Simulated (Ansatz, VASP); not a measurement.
## Ti in VASP and in Ansatz

The input INCAR:

```
  PREC = Accurate
  ENCUT = 500
  EDIFF = 1E-6
  ISMEAR = 0
  SIGMA = 0.1
  LREAL = F
  LASPH = T
  NELM = 120
  ALGO = Normal
  ISIF = 2
  LWAVE = F
  LCHARG = F
  GGA = PE
  IVDW = 13
  NBANDS = 12
  GGA_COMPAT = F
```

File KPOINTS:

```
Automatic mesh
0
Gamma
  6 6 6
```

POSCAR

```
Ti
1.0
    0.0544252175      2.0469312735      2.0120196704
    2.0873819424      0.0212349708      2.0452099171
    2.0757212348      2.0684608127      0.0328956784
Ti
1
Direct
    0.0000000000      0.0000000000      0.0000000000
```

Input for Ansatz:

```yaml
crystal:
  lattice:
    - [0.0544252175, 2.0469312735, 2.0120196704]
    - [2.0873819424, 0.0212349708, 2.0452099171]
    - [2.0757212348, 2.0684608127, 0.0328956784]
  atoms:
    - { symbol: Ti, position: [0.0, 0.0, 0.0] }
basis:
  ecutwfc: 420
kpoints:
  mp_grid: { grid: [6, 6, 6] }
hamiltonian:
  xc: pbe
  dispersion: d4
scf:
  occupations: { method: gaussian, width: 0.1 }
output:
  forces: true
  stress: true
  eigenvalues: true
```

Alike in both runs: task single point; functional PBE; dispersion D4; k mesh 6 × 6 × 6; occupations gaussian, width 0.1 eV; no spin polarisation.

|  | VASP | Ansatz |
| --- | --- | --- |
| version | VASP 6.6.1 | Ansatz 0.2.0 |
| potentials or method | VASP PAW PBE potentials, release 64 (Ti_sv), cutoff 500 eV | scalar-relativistic, plane waves, PAW |
| valence electrons in the cell | 12 | 12 |

```csv
,VASP,Ansatz,Ansatz less VASP
gap on the k mesh at the Fermi level (eV),none,none,-
pressure (GPa),1.3,1.6,+0.33
"traceless stress, the component that is largest in VASP (GPa)",-1.77,-1.80,-0.023
```

A gap of «none» marks a metal or a gap that the smearing closes.

The k mesh is coarse, so the values compare programs but aren't converged.
